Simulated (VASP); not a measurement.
# Li3S2 (P4/mmm) in VASP: a series of runs, part 2 of 2

VASP 6.6.1. Earlier steps stand in the parts before.

### 3 Single point, PBE

This run uses another cell than the first one, of 29.68 Å³/atom.

INCAR reads:

```
PREC = Accurate ; ENCUT = 520
EDIFF = 1E-6 ; ISMEAR = 0
SIGMA = 0.1 ; LREAL = False
LASPH = True ; NELM = 100
ALGO = Normal ; ISIF = 2
LWAVE = False ; LCHARG = False
GGA = PE ; NBANDS = 18
```

KPOINTS reads:

```
regular mesh
0
Gamma
  4 4 4
```

POSCAR reads:

```
Li3S2
1.0
    3.8802858373      0.0000000000      0.0000000000
    0.0000000000      3.8802858373      0.0000000000
    0.0000000000      0.0000000000      9.8564221648
Li S
3 2
Direct
    0.5000000000      0.5000000000      0.5000000000
    0.5000000000      0.5000000000      0.8559716065
    0.5000000000      0.5000000000      0.1440283935
    0.0000000000      0.5000000000      0.0000000000
    0.5000000000      0.0000000000      0.0000000000
```

Potentials or basis: VASP PAW PBE potentials, release 64 (Li_sv, S).

Started as:

```console
> cat potpaw_PBE.64/Li_sv/POTCAR potpaw_PBE.64/S/POTCAR > POTCAR
> mpirun -np 1 vasp_std > vasp.out
```

OUTCAR:

```text
PREC = Accurate
   ENCUT = 520
   EDIFF = 1E-6
   ISMEAR = 0
   LREAL = False
   LASPH = True
   NELM = 100
   ISIF = 2
   GGA = PE

 ion  position               nearest neighbor table
   1  0.500  0.500  0.500-
   2  0.500  0.500  0.856-   4 2.40   5 2.40   5 2.40   4 2.40
   3  0.500  0.500  0.144-   4 2.40   5 2.40   5 2.40   4 2.40
   4  0.000  0.500  0.000-   2 2.40   3 2.40   2 2.40   3 2.40   5 2.74   5 2.74   5 2.74   5 2.74

   5  0.500  0.000  0.000-   2 2.40   3 2.40   2 2.40   3 2.40   4 2.74   4 2.74   4 2.74   4 2.74

  LATTYP: Found a simple tetragonal cell.
 ALAT       =     3.8802858373
 C/A-ratio  =     2.5401278612

  Lattice vectors:

 A1 = (   3.8802858373,   0.0000000000,   0.0000000000)
 A2 = (   0.0000000000,   3.8802858373,   0.0000000000)
 A3 = (   0.0000000000,   0.0000000000,   9.8564221648)

Analysis of symmetry for initial positions (statically):
=====================================================================
 Subroutine PRICEL returns:
 Original cell was already a primitive cell.

 Routine SETGRP: Setting up the symmetry group for a
 simple tetragonal supercell.

 Subroutine GETGRP returns: Found 16 space group operations
 (whereof 16 operations were pure point group operations)
 out of a pool of 16 trial point group operations.

The static configuration has the point symmetry D_4h.

Analysis of symmetry for dynamics (positions and initial velocities):
=====================================================================
 Subroutine PRICEL returns:
 Original cell was already a primitive cell.

 Routine SETGRP: Setting up the symmetry group for a
 simple tetragonal supercell.

 Subroutine GETGRP returns: Found 16 space group operations
 (whereof 16 operations were pure point group operations)
 out of a pool of 16 trial point group operations.

The dynamic configuration has the point symmetry D_4h.

 Subroutine INISYM returns: Found 16 space group operations
 (whereof 16 operations are pure point group operations),
 and found     1 'primitive' translations

----------------------------------------------------------------------------------------

                                     Primitive cell

  volume of cell :     148.4044

  direct lattice vectors                    reciprocal lattice vectors
     3.880285837  0.000000000  0.000000000     0.257712973  0.000000000  0.000000000
     0.000000000  3.880285837  0.000000000     0.000000000  0.257712973  0.000000000
     0.000000000  0.000000000  9.856422165     0.000000000  0.000000000  0.101456693

  length of vectors
     3.880285837  3.880285837  9.856422165     0.257712973  0.257712973  0.101456693

  position of ions in fractional coordinates (direct lattice)
     0.500000000  0.500000000  0.500000000
     0.500000000  0.500000000  0.855971606
     0.500000000  0.500000000  0.144028394
     0.000000000  0.500000000  0.000000000
     0.500000000  0.000000000  0.000000000

  ion indices of the primitive-cell ions
   primitive index   ion index
                 1           1
                 2           2
                 3           3
[... 26 lines left out ...]

 Found     18 irreducible k-points:

 Following reciprocal coordinates:
            Coordinates               Weight
  0.000000  0.000000  0.000000      1.000000
  0.250000  0.000000  0.000000      4.000000
  0.500000  0.000000  0.000000      2.000000
  0.250000  0.250000  0.000000      4.000000
  0.500000  0.250000  0.000000      4.000000
  0.500000  0.500000  0.000000      1.000000
[... 10 lines left out ...]
  0.500000  0.250000  0.500000      4.000000
  0.500000  0.500000  0.500000      1.000000
   k-points           NKPTS =     18   k-points in BZ     NKDIM =     18   number of bands    NBANDS=     18
   number of dos      NEDOS =    301   number of ions     NIONS =      5
   total plane-waves  NPLWV =  72000
   dimension x,y,z NGX =    30 NGY =   30 NGZ =   80
   dimension x,y,z NGXF=    60 NGYF=   60 NGZF=  160
   ions per type =               3   2
   NGX,Y,Z   is equivalent  to a cutoff of  12.85, 12.85, 13.49 a.u.
   NGXF,Y,Z  is equivalent  to a cutoff of  25.71, 25.71, 26.99 a.u.
 SYSTEM =  unknown system
   PREC   = accura    normal or accurate (medium, high low for compatibility)
   ISTART =      0    job   : 0-new  1-cont  2-samecut
   ICHARG =      2    charge: 1-file 2-atom 10-const
   ISPIN  =      1    spin polarized calculation?
   LNONCOLLINEAR =      F non collinear calculations
   LSORBIT =      F    spin-orbit coupling
   LASPH  =      T    aspherical Exc in radial PAW
   ENCUT  =  520.0 eV  38.22 Ry    6.18 a.u.   7.21  7.21 18.33*2*pi/ulx,y,z
   NELM   =    100;   NELMIN=  2; NELMDL= -5     # of ELM steps
   EDIFF  = 0.1E-05   stopping-criterion for ELM
   LREAL  =      F    real-space projection
   EDIFFG = 0.1E-04   stopping-criterion for IOM
   NSW    =      0    number of steps for IOM
   IBRION =     -1    ionic relax: 0-MD 1-quasi-New 2-CG
   NFREE  =      0    steps in history (QN), initial steepest desc. (CG)
   ISIF   =      2    stress and relaxation
   ISYM   =      2    0-nonsym 1-usesym 2-fastsym
   POTIM  = 0.5000    time-step for ionic-motion
   TEBEG  =    0.0;   TEEND  =   0.0 temperature during run
   PSTRESS=    0.0 pullay stress
   NELECT =      21.0000    total number of electrons
   NUPDOWN=      -1.0000    fix difference up-down
   EMIN   =  10.00;   EMAX   =-10.00  energy-range for DOS
   EFERMI =   0.00;   METHOD = LEGACY
   ISMEAR =     0;   SIGMA  =   0.10  broadening in eV -4-tet -1-fermi 0-gaus
   EFERMI_NEDOS =   21; number of points for ismear=-14 and -15
   IALGO  =     38    algorithm
   IMIX   =      4    mixing-type and parameters
     AMIX     =   0.40;   BMIX     =  1.00
     AMIX_MAG =   1.60;   BMIX_MAG =  1.00
  volume/ion in A,a.u.               =      29.68       200.30
  Fermi-wavevector in a.u.,A,eV,Ry     =   0.853098  1.612122  9.902001  0.727777
  Thomas-Fermi vector in A             =   1.969488
   LORBIT       =      0    0 simple, 1 ext, 2 COOP (PROOUT), +10 PAW based schemes
   GGA     = PE    functional components
   LHFCALC =     F    Hartree Fock is set to
   AEXX    =    0.0000 exact exchange contribution
   IVDW    =     0    specifies the selected vdW correction
   LEPSILON=     F    determine dielectric tensor
   LRPA    =     F    only Hartree local field effects (RPA)
 non-spin polarized calculation
 Gauss-broadening in eV      SIGMA  =   0.10
  energy-cutoff  :      520.00
  volume of cell :      148.40
 maximum number of plane-waves:      4038
 NGX is ok and might be reduce to    30
   NGX = 15   NGY = 15   NGZ = 37

 number of electron      20.9999988 magnetization

 Free energy of the ion-electron system (eV)
  ---------------------------------------------------
  ext. energy  EPLUGINS =         0.00000000
  ---------------------------------------------------
  free energy    TOTEN  =       -14.75840534 eV

  energy without entropy =      -14.74108871  energy(sigma->0) =      -14.74974703

 E-fermi :   1.0041     XC(G=0):  -6.3973

 val. band max:        0.9883711304   @ k =   0.2500   0.0000   0.5000
 cond. band min:       1.0055534194   @ k =   0.2500   0.0000   0.2500
 fundamental gap:      0.0171822890
 Fermi energy:         1.0040803757

 k-point     1 :       0.0000    0.0000    0.0000
  band No.  band energies     occupation
      1     -47.7023      2.00000
      2     -45.6931      2.00000
      3     -45.6847      2.00000
      4     -13.6260      2.00000
      5      -9.2972      2.00000
      6      -3.6321      2.00000
[... 355 lines left out ...]
      5     -11.5259      2.00000
      6      -5.7849      2.00000
[... 10 lines left out ...]
     17       5.1918      0.00000
     18       5.1918      0.00000

------------------------ aborting loop because EDIFF is reached ----------------------------------------

  FORCE on cell =-STRESS in cart. coord.  units (eV):
  Direction    XX          YY          ZZ          XY          YZ          ZX
  --------------------------------------------------------------------------------------
  -------------------------------------------------------------------------------------
  Total        0.0061177      0.0061177      0.1515114      0.0000000     -0.0000000      0.0000000
  in kB        0.0660465      0.0660465      1.6357207      0.0000000     -0.0000000      0.0000000
  external PRESSURE =       0.5892713 kB  Pullay stress =       0.0000000 kB

 VOLUME and BASIS-vectors are now :
 -----------------------------------------------------------------------------
  energy-cutoff  :      520.00
  volume of cell :      148.40
      direct lattice vectors                 reciprocal lattice vectors
     3.880285837  0.000000000  0.000000000     0.257712973  0.000000000  0.000000000
     0.000000000  3.880285837  0.000000000     0.000000000  0.257712973  0.000000000
     0.000000000  0.000000000  9.856422165     0.000000000  0.000000000  0.101456693

 POSITION                                       TOTAL-FORCE (eV/Angst)
 -----------------------------------------------------------------------------------
      1.94014      1.94014      4.92821         0.000000     -0.000000      0.000000
      1.94014      1.94014      8.43682         0.000000      0.000000      0.019893
      1.94014      1.94014      1.41960        -0.000000      0.000000     -0.019893
      0.00000      1.94014      0.00000         0.000000     -0.000000      0.000000
      1.94014      0.00000      0.00000         0.000000     -0.000000      0.000000
 -----------------------------------------------------------------------------------
    total drift:                                0.000000      0.000000      0.000000

  FREE ENERGIE OF THE ION-ELECTRON SYSTEM (eV)
  ---------------------------------------------------
  free  energy   TOTEN  =       -14.7584053447 eV

  energy  without entropy=      -14.7410887114  energy(sigma->0) =      -14.74974703
```

OSZICAR:

```text
N       E                     dE             d eps       ncg     rms          rms(c)
DAV:   1     0.124831478694E+03    0.12483E+03   -0.86850E+03   648   0.102E+03
DAV:   2     0.452928187627E+01   -0.12030E+03   -0.11300E+03   852   0.230E+02
DAV:   3    -0.150356706339E+02   -0.19565E+02   -0.19288E+02  1028   0.711E+01
DAV:   4    -0.172653505441E+02   -0.22297E+01   -0.22180E+01  1164   0.254E+01
DAV:   5    -0.175057149377E+02   -0.24036E+00   -0.24034E+00  1012   0.607E+00    0.111E+01
DAV:   6    -0.148536747586E+02    0.26520E+01   -0.11988E+01   810   0.643E+00    0.550E+00
DAV:   7    -0.147867541875E+02    0.66921E-01   -0.25390E-01  1038   0.224E+00    0.309E+00
DAV:   8    -0.147595011180E+02    0.27253E-01   -0.11950E-01   896   0.158E+00    0.570E-01
DAV:   9    -0.147570894337E+02    0.24117E-02   -0.11369E-02   916   0.428E-01    0.202E-01
DAV:  10    -0.147585439219E+02   -0.14545E-02   -0.59002E-03   874   0.279E-01    0.123E-01
DAV:  11    -0.147583505061E+02    0.19342E-03   -0.17394E-03   864   0.875E-02    0.361E-02
DAV:  12    -0.147584425791E+02   -0.92073E-04   -0.46744E-04   888   0.630E-02    0.326E-02
DAV:  13    -0.147584046350E+02    0.37944E-04   -0.23596E-04   852   0.286E-02    0.115E-02
DAV:  14    -0.147584053447E+02   -0.70970E-06   -0.30437E-06   858   0.714E-03
   1 F= -.14758405E+02 E0= -.14749747E+02  d E =-.173166E-01
```

stdout:

```text
POSCAR found type information on POSCAR LiS
 POSCAR found :  2 types and       5 ions
 scaLAPACK will be used
 LDA part: xc-table for (Slater+PW92), standard interpolation
 POSCAR, INCAR and KPOINTS ok, starting setup
 FFT: planning ... GRIDC
 FFT: planning ... GRID_SOFT
 FFT: planning ... GRID
 WAVECAR not read
 entering main loop
```

It took 26 s on 1 thread of AMD EPYC 9R45 (Zen 5), shared host; peak memory 0.22 GiB.

Results:

```yaml
Free_energy: -14.7584 eV
Largest_force: 0.020 eV/Å
Band_gap_on_the_k_mesh: zero (an odd number of electrons rules out a gap without spin polarisation)
```

Forces in eV/Å, atoms in the order of the input:
```
Li   0.000  0.000  0.000
Li   0.000  0.000  0.020
Li   0.000  0.000 -0.020
S    0.000  0.000  0.000
S    0.000  0.000  0.000
```

Caveat: the k points lie up to 0.40 Å⁻¹ apart, too coarse for converged energies and pressures of a metal; the cutoff is under 1.25 times the usual one of these potentials, so pressure, stress and relaxed cells hold a basis-set (Pulay) error.

### 4 Relaxation of cell and atoms, PBE

INCAR reads:

```
SYSTEM = Li3S2
ALGO = Normal
EDIFF = 1E-6
EDIFFG = -0.04
ENCUT = 600
GGA = PE
IBRION = 2
ISIF = 3
ISMEAR = 0
LASPH = .TRUE.
LCHARG = .FALSE.
LREAL = .FALSE.
LWAVE = .FALSE.
NELM = 100
NSW = 90
PREC = Accurate
SIGMA = 0.1
```

KPOINTS reads:

```
k-points
0
G
  4 4 4
  0 0 0
```

POSCAR reads:

```
Li3S2
1.0
    3.8831646000      0.0000000000      0.0000000000
    0.0000000000      3.8831646000      0.0000000000
    0.0000000000      0.0000000000      5.6307138800
Li S
3 2
Direct
    0.5000000000      0.5000000000      0.5000000000
    0.5000000000      0.5000000000      0.8189840400
    0.5000000000      0.5000000000      0.1810159600
    0.0000000000      0.5000000000      0.0000000000
    0.5000000000      0.0000000000      0.0000000000
```

Started as:

```console
> cat potpaw_PBE.64/Li_sv/POTCAR potpaw_PBE.64/S/POTCAR > POTCAR
> mpirun -np 1 vasp_std > vasp.out
```

Run time: 2.7 min. Hardware: 1 thread of AMD EPYC 9R45 (Zen 5), shared host; peak memory 0.18 GiB.

The run converged. Its results:

- Free energy: -14.1776 eV
- Relaxed volume: 24.72 Å³/atom
- Relaxed cell: a = 3.938 Å, b = 3.938 Å, c = 7.968 Å, α = 90.00°, β = 90.00°, γ = 90.00°
- Space group after relaxing (to 0.1 Å): P4/mmm (No. 123)
- Energy gained by relaxing: 418.6 meV/atom
- Ionic steps: 16
- Pressure after relaxing: 0.0 GPa
- Largest force after relaxing: 0.007 eV/Å
- Band gap on the k mesh: zero (an odd number of electrons rules out a gap without spin polarisation)

Forces on the atoms (eV/Å):
```
Li   0.000  0.000  0.000
Li   0.000  0.000 -0.007
Li   0.000  0.000  0.007
S    0.000  0.000  0.000
S    0.000  0.000  0.000
```

Stress tensor (GPa, compression positive):
```
 0.06  0.00  0.00
 0.00  0.06  0.00
 0.00  0.00 -0.11
```

Step by step:
```csv
step,energy change (eV),largest force (eV/Å),pressure (GPa),volume (Å³)
1,0.0000,0.8383,14.13,84.91
2,-1.2027,1.1193,4.35,104.65
3,-1.5449,1.1939,0.00,122.42
4,-1.5649,1.1961,-0.92,127.86
5,-1.8136,0.4762,-0.45,129.29
6,-1.9100,0.2854,0.08,130.55
7,-1.9108,0.3678,0.17,130.68
8,-1.9497,0.3070,-0.13,131.66
9,-2.0294,0.1446,-1.09,134.15
10,-2.0663,0.2154,-0.49,129.56
11,-2.0751,0.2773,0.49,123.72
12,-2.0787,0.2643,0.07,126.03
13,-2.0788,0.2670,0.13,125.66
14,-2.0886,0.1063,-0.02,124.82
15,-2.0903,0.0126,-0.10,124.23
16,-2.0930,0.0066,0.00,123.59
```

Final structure:
```yaml
crystal:
  lattice:
    - [3.93825, 0.00000, 0.00000]
    - [0.00000, 3.93825, 0.00000]
    - [0.00000, 0.00000, 7.96820]
  atoms:
    - { symbol: Li, position: [0.50000, 0.50000, 0.50000] }
    - { symbol: Li, position: [0.50000, 0.50000, 0.83705] }
    - { symbol: Li, position: [0.50000, 0.50000, 0.16295] }
    - { symbol: S, position: [0.00000, 0.50000, 0.00000] }
    - { symbol: S, position: [0.50000, 0.00000, 0.00000] }
```

Levels at points of the mesh, in eV from the Fermi level:
| k point | band 9 | band 10 | band 11 | band 12 | band 13 | band 14 |
| --- | --- | --- | --- | --- | --- | --- |
| (0.00, 0.00, 0.00) | -1.90 | -0.78 | 1.07 | 1.19 | 1.19 | 3.35 |
| (0.50, 0.00, 0.00) | -2.64 | -1.90 | -1.64 | 0.17 | 0.20 | 2.11 |
| (0.50, 0.50, 0.00) | -2.77 | 1.60 | 1.60 | 1.97 | 2.38 | 2.73 |
| (0.00, 0.00, 0.50) | -1.24 | -0.78 | -0.10 | 1.19 | 1.19 | 3.85 |
| (0.50, 0.00, 0.50) | -2.63 | -1.90 | -1.63 | 0.59 | 0.65 | 1.42 |
| (0.50, 0.50, 0.50) | -2.79 | 1.97 | 1.97 | 1.97 | 2.34 | 2.73 |

Caveat: the k points lie up to 0.40 Å⁻¹ apart in the final cell, too coarse for converged energies and pressures of a metal; the cutoff is under 1.25 times the usual one of these potentials, so pressure, stress and relaxed cells hold a basis-set (Pulay) error; the volume moved by over 15 % at a fixed basis, so the end points are rough.

### 5 Overview

| task | cell | cutoff (eV) | gap on the mesh (eV) | largest force (eV/Å) |
| --- | --- | --- | --- | --- |
| single point | a = 3.883, b = 3.883, c = 5.631 Å, 5 atoms, atomic positions A | 520 | none | 0.84 |
| single point | a = 3.880, b = 3.880, c = 9.856 Å, 5 atoms, atomic positions B | 520 | none | 0.02 |
| relaxation of cell and atoms | relaxed from a = 3.883, b = 3.883, c = 5.631 Å, 5 atoms, atomic positions A | 600 | none | 0.01 |

Alike in all rows: level PBE; potentials or basis VASP PAW PBE potentials, release 64 (Li_sv, S); no spin polarisation; k mesh 4 × 4 × 4; smearing gaussian 0.1 eV.

Caveats: all runs use coarse meshes; the cutoff is under 1.25 times the usual one of these potentials, so pressure, stress and relaxed cells hold a basis-set (Pulay) error; the volume moved by over 15 % at a fixed basis, so the end points are rough (at least some runs).

Absolute energies hang on the potentials; compare differences alone.
